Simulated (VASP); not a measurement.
Here is a VASP 6.6.1 calculation.

File INCAR:

```
SYSTEM = ZnS
PREC = Accurate
ENCUT = 520
EDIFF = 1E-6
ISMEAR = 0
SIGMA = 0.05
LREAL = .False.
LASPH = .True.
NELM = 80
ALGO = Normal
ISIF = 2
LWAVE = .False.
LCHARG = .False.
GGA = PE
NBANDS = 46
```

File KPOINTS:

```
Automatic mesh
0
Gamma
  12 12 2
  0 0 0
```

File POSCAR:

```
ZnS
1.0
    3.8467234474      0.0000000000      0.0000000000
   -1.9233617237      3.3313602268      0.0000000000
    0.0000000000      0.0000000000     12.5902250312
Zn S
4 4
Direct
    0.0063529483      0.0127058965      0.0000503475
   -0.0063529483     -0.0127058965      0.5000503475
    0.3513439944      0.7026879888      0.2500245131
    0.6486560056      0.2973120112      0.7500245131
    0.0162385133      0.0324770267      0.1872896980
   -0.0162385133     -0.0324770267      0.6872896980
    0.3286025643      0.6572051287      0.4376354414
    0.6713974357      0.3427948713      0.9376354414
```

Potentials or basis: VASP PAW PBE potentials, release 64 (Zn, S).

Launch:

```bash
$ cat potpaw_PBE.64/Zn/POTCAR potpaw_PBE.64/S/POTCAR > POTCAR
$ mpirun -np 1 vasp_std > vasp.out
```

(1) Predict the pressure.

(2) Predict the largest force.

(3) What does it give for the band gap on the k mesh?

Results:

(1) 0.1 GPa.

(2) 0.090 eV/Å.

(3) 2.04 eV.

Caveat: the cell differs from its parent crystal (atoms displaced along a vibrational mode).
